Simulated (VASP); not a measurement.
**Cu: relaxation of cell and atoms with PBEsol**

Crystal: Cu.

```
Cu
1.0
     0.00000    1.80750    1.80750
     1.80750    0.00000    1.80750
     1.80750    1.80750    0.00000
Cu
1
Cartesian
  0.0000 0.0000 0.0000
```

| Property | Result |
| --- | --- |
| Program | VASP 6.6.1 |
| Task | relaxation of cell and atoms |
| Functional | PBEsol |
| Potentials or basis | VASP PAW PBE potentials, release 64 (Cu) |
| Cutoff | 600 eV |
| k mesh | 8 × 8 × 8 |
| Occupations | gaussian, width 0.05 eV |
| Spin | no spin polarisation |
| Dipole correction | no |
| Further INCAR settings | ALGO = Normal; EDIFF = 1e-07; IBRION = 2; EDIFFG = -0.01; NSW = 60; ISIF = 3 |

* Relaxed volume: 11.43 Å³/atom
* Relaxed cell: a = 2.528 Å, b = 2.528 Å, c = 2.528 Å, α = 60.00°, β = 60.00°, γ = 60.00°
* Space group after relaxing (to 0.1 Å): Fm-3m (No. 225)
* Energy gained by relaxing: 6.0 meV/atom
* Ionic steps: 3
* Pressure after relaxing: 0.0 GPa
* Band gap on the k mesh: zero (an odd number of electrons rules out a gap without spin polarisation)

Step by step:
```tsv
step	energy change (eV)	largest force (eV/Å)	pressure (GPa)	volume (Å³)
1	0.0000	0.0000	-4.88	11.81
2	-0.0038	0.0000	3.35	11.21
3	-0.0060	0.0000	0.01	11.43
```

Final structure:
```
Cu
1.0
     0.00000    1.78781    1.78781
     1.78781    0.00000    1.78781
     1.78781    1.78781    0.00000
Cu
1
Direct
  0.00000 0.00000 0.00000
```

Levels at points of the mesh, in eV from the Fermi level:
| k point | band 2 | band 3 | band 4 | band 5 | band 6 | band 7 | band 8 | band 9 |
| --- | --- | --- | --- | --- | --- | --- | --- | --- |
| (0.00, 0.00, 0.00) | -3.02 | -3.02 | -3.02 | -2.14 | -2.14 | 22.94 | 25.81 | 25.81 |
| (0.50, 0.00, 0.00) | -3.05 | -3.05 | -1.55 | -1.55 | -1.04 | 4.01 | 21.42 | 22.63 |
| (0.50, 0.50, 0.00) | -4.49 | -1.56 | -1.40 | -1.40 | 1.53 | 7.43 | 13.39 | 13.39 |

Run time: 18 s on 1 thread of Intel Xeon 8259CL (shared host), peak memory 0.13 GiB.

Caveat: the k points lie up to 0.38 Å⁻¹ apart in the final cell, too coarse for converged energies and pressures of a metal; the PAW data sets were made with another functional, which shifts forces and pressure a little.
